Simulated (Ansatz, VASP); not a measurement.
# TiO2: VASP beside Ansatz

```
Ti O
1.0
     4.80422    0.00000    0.00000
     0.00000    4.80422    0.00000
     0.00000    0.00000    3.12787
Ti O
2 4
Direct
  0.50000 0.50000 0.00000
  0.00000 0.00000 0.50000
  0.68905 0.68905 0.50000
  0.81095 0.18905 0.00000
  0.18905 0.81095 0.00000
  0.31095 0.31095 0.50000
```

Alike in both runs: task single point; functional r2SCAN; k mesh 6 × 6 × 8; occupations gaussian, width 0.02 eV; no spin polarisation; Hubbard terms Ti d U = 4.0 eV.

|  | VASP | Ansatz |
| --- | --- | --- |
| version | VASP 6.6.1 | Ansatz 0.2.0 |
| potentials or method | VASP PAW PBE potentials, release 64 (Ti_sv, O), cutoff 520 eV | scalar-relativistic, plane waves, PAW |
| valence electrons in the cell | 48 | 48 |

|  | VASP | Ansatz | Ansatz less VASP |
| --- | --- | --- | --- |
| gap on the k mesh at the Fermi level (eV) | 2.56 | 2.48 | -0.082 |
| least direct gap on the mesh (eV) | 2.56 | 2.51 | -0.050 |
| pressure (GPa) | -20.1 | -23.0 | -2.88 |
| traceless stress, the component that is largest in VASP (GPa) | -4.96 | -5.50 | -0.545 |
| rms of the force components (eV/Å) | 0.086 | 0.002 | -0.0835 |

VASP's potentials were made for PBE, not for r2SCAN. The programs project onto different local orbitals, so the same U acts differently, and such runs can settle in different states. Atom by atom the forces differ by 0.083 eV/Å (rms over components).
